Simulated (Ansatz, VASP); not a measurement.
**Al3B2W: VASP beside Ansatz**

```
Al B W
1.0
     4.64012   -1.61809   -0.00047
     4.64012    1.61809   -0.00047
    -3.97409    0.00000    4.83615
Al B W
3 2 1
Direct
  0.58189 0.58189 0.84816
  0.42333 0.42333 0.15462
  0.17955 0.17955 0.59016
  0.88238 0.88238 0.84216
  0.10929 0.10929 0.15127
  0.82356 0.82356 0.41364
```

Alike in both runs: functional PBE; k mesh 10 × 10 × 6; occupations gaussian, width 0.1 eV; no spin polarisation.

Ansatz relaxed the structure, and its values are those at the end. VASP's run is a single point on that final structure, the one shown.

```csv
,VASP,Ansatz
version,VASP 6.6.1,Ansatz 0.2.0
potentials or method,"VASP PAW PBE potentials, release 64 (Al, B, W_sv), cutoff 520 eV","scalar-relativistic, plane waves, PAW"
valence electrons in the cell,29,29
```

VASP gave:

| Quantity | Value |
| --- | --- |
| gap on the k mesh at the Fermi level (eV) | none |
| pressure (GPa) | 0.0 |
| rms of the force components (eV/Å) | 0.003 |

**Question.** Which values does Ansatz return?

**Answer.** gap on the k mesh at the Fermi level (eV): none; pressure (GPa): 0.0; rms of the force components (eV/Å): 0.000.

A gap of «none» marks a metal or a gap that the smearing closes. With one functional, cell and mesh, what is left measures potentials, basis and numerics.

Spin-orbit coupling is off throughout.
